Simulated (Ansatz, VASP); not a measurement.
One calculation of Cr, two programs

Contents of INCAR:

```
  ALGO = Normal
  EDIFF = 1E-6
  ENCUT = 520
  GGA = PE
  ISIF = 2
  ISMEAR = 0
  ISPIN = 2
  LASPH = True
  LCHARG = False
  LMAXMIX = 4
  LORBIT = 11
  LREAL = False
  LWAVE = False
  MAGMOM = 3 3
  NBANDS = 23
  NELM = 150
  PREC = Accurate
  SIGMA = 0.022
```

The input KPOINTS:

```
k-points
0
Gamma
  11 11 6
```

The input POSCAR:

```
Cr
1.0
    2.7140000000      0.0000000000      0.0000000000
   -1.3570000000      2.3503929459      0.0000000000
    0.0000000000      0.0000000000      4.4100000000
Cr
2
Direct
    0.6666666667      0.3333333333      0.7500000000
    0.3333333333      0.6666666667      0.2500000000
```

Contents of input.yaml:

```yaml
crystal:
  lattice:
    - [2.714, 0.0, 0.0]
    - [-1.357, 2.3503929459, 0.0]
    - [0.0, 0.0, 4.41]
  atoms:
    - { symbol: Cr, position: [0.6666666667, 0.3333333333, 0.75], spin: 3.0 }
    - { symbol: Cr, position: [0.3333333333, 0.6666666667, 0.25], spin: 3.0 }
hamiltonian:
  xc: pbe
  pseudopotentials: { kind: paw }
magnetization:
  spin_polarized: true
kpoints:
  mp_grid: { grid: [11, 11, 6] }
scf:
  occupations: { method: gaussian, width: 0.022 }
output:
  forces: true
  stress: true
  eigenvalues: true
  write_density: true
  write_potential: true
  elf: true
  volumetric_format: npy
```

Alike in both runs: task single point; functional PBE; k mesh 11 × 11 × 6; occupations gaussian, width 0.022 eV; collinear spin.

```csv
,VASP,Ansatz
version,VASP 6.6.1,Ansatz 0.2.0
potentials or method,"VASP PAW PBE potentials, release 64 (Cr_pv)",Ansatz PAW
plane-wave cutoff (eV),520,420
valence electrons in the cell,24,28
```

Ansatz gave:

| Property | Result |
| --- | --- |
| gap on the k mesh at the Fermi level (eV) | none |
| pressure (GPa) | -25.6 |
| traceless stress, the component that is largest in VASP (GPa) | 2.62 |
| net moment per atom (μB) | 0.87 |
| size of the moment on the site where the two differ most (μB) | 0.80 |

Q: Which values does VASP return?

A: gap on the k mesh at the Fermi level (eV): none; pressure (GPa): -25.4; traceless stress, the component that is largest in VASP (GPa): 1.27; net moment per atom (μB): 1.02; size of the moment on the site where the two differ most (μB): 0.94.

The net moments are unlike, so the other rows may belong to different states. Site moments also hang on the region over which each program counts them. A gap of «none» marks a metal or a gap that the smearing closes. VASP's potentials hold 24 valence electrons a cell and Ansatz's 28, so a difference there can come from the potentials and not from the codes.
